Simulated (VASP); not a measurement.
Write the native input for VASP 6.6.1 that does the following.

```yaml
Task: single point
Functional: PBE
Potentials_or_basis: VASP PAW PBE potentials, release 64 (Zn, Mo_sv)
Cutoff: 520 eV
k_mesh: 6 × 6 × 6
Occupations: methfessel-paxton, width 0.1 eV
Spin: no spin polarisation
Dipole_correction: no
Further_INCAR_settings: ALGO = Normal; EDIFF = 1e-07; NBANDS = 35
```

The structure of ZnMo3 lies in POSCAR:

```
ZnMo3
1.0
    3.9950435558      0.0000000000      0.0000000000
    0.0000000000      3.9950435558      0.0000000000
    0.0000000000      0.0000000000      3.9950435558
Zn Mo
1 3
Direct
    0.0000000000      0.0000000000      0.0000000000
    0.0000000000      0.5000000000      0.5000000000
    0.5000000000      0.0000000000      0.5000000000
    0.5000000000      0.5000000000      0.0000000000
```

One way to write it, as run:

INCAR

```
PREC = Accurate
ENCUT = 520
EDIFF = 1E-7
ISMEAR = 1
SIGMA = 0.1
LREAL = F
LASPH = T
NELM = 100
ALGO = Normal
ISIF = 2
LWAVE = F
LCHARG = T
GGA = PE
LELF = T
LVHAR = T
NBANDS = 35
```

KPOINTS

```
regular mesh
0
Gamma
  6 6 6
```

Potentials or basis: VASP PAW PBE potentials, release 64 (Zn, Mo_sv).

Run with:

```sh
$ cat potpaw_PBE.64/Zn/POTCAR potpaw_PBE.64/Mo_sv/POTCAR > POTCAR
$ mpirun -np 1 vasp_std > vasp.out
```

It gave:

The pressure is -8.6 GPa and the band gap on the k mesh is zero (bands 27 and 28 overlap by 1.42 eV).

Caveat: the cell stands under tension.

Wall time 75 s on 1 thread of Intel Xeon 8259CL, with other jobs on the host, peak memory 0.19 GiB.
